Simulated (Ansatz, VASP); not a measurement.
**Hg in VASP and in Ansatz**

Contents of INCAR:

```
SYSTEM = Hg
PREC = Accurate
ENCUT = 520
EDIFF = 1E-6
ISMEAR = -1
SIGMA = 0.05
LREAL = .False.
LASPH = .True.
NELM = 80
ALGO = Normal
ISIF = 2
LWAVE = .False.
LCHARG = .False.
GGA = PE
NBANDS = 19
```

File KPOINTS:

```
regular mesh
0
Gamma
  11 11 11
  0 0 0
```

File POSCAR:

```
Hg
1.0
    0.0000000000      3.0847701210      3.0847701210
    3.0847701210      0.0000000000      3.0847701210
    3.0847701210      3.0847701210      0.0000000000
Hg
2
Direct
   -0.1250000000     -0.1250000000     -0.1250000000
    0.1250000000      0.1250000000      0.1250000000
```

Input for Ansatz:

```yaml
crystal:
  lattice:
    - [0.0, 3.084770121, 3.084770121]
    - [3.084770121, 0.0, 3.084770121]
    - [3.084770121, 3.084770121, 0.0]
  atoms:
    - { symbol: Hg, position: [-0.125, -0.125, -0.125] }
    - { symbol: Hg, position: [0.125, 0.125, 0.125] }
kpoints:
  mp_grid: { grid: [11, 11, 11] }
scf:
  occupations: { method: fermi_dirac, width: 0.05 }
hamiltonian:
  xc: pbe
  pseudopotentials: { kind: all_electron, lapw: { basis_error: 0.001 } }
output:
  forces: true
  stress: true
  eigenvalues: true
  populations: true
```

Change from the starting cell: volume scaled by 0.52, LAPW.

Alike in both runs: task single point; functional PBE; k mesh 11 × 11 × 11; occupations fermi-dirac, width 0.05 eV; no spin polarisation.

|  | VASP | Ansatz |
| --- | --- | --- |
| version | VASP 6.6.1 | Ansatz 0.2.0 |
| potentials or method | VASP PAW PBE potentials, release 64 (Hg), cutoff 520 eV | all-electron LAPW, scalar-relativistic |

```csv
,VASP,Ansatz,Ansatz less VASP
pressure (GPa),12.1,11.4,-0.70
```

Ansatz ran all-electron here, and VASP with PAW potentials.

Neither program's run includes spin-orbit coupling.
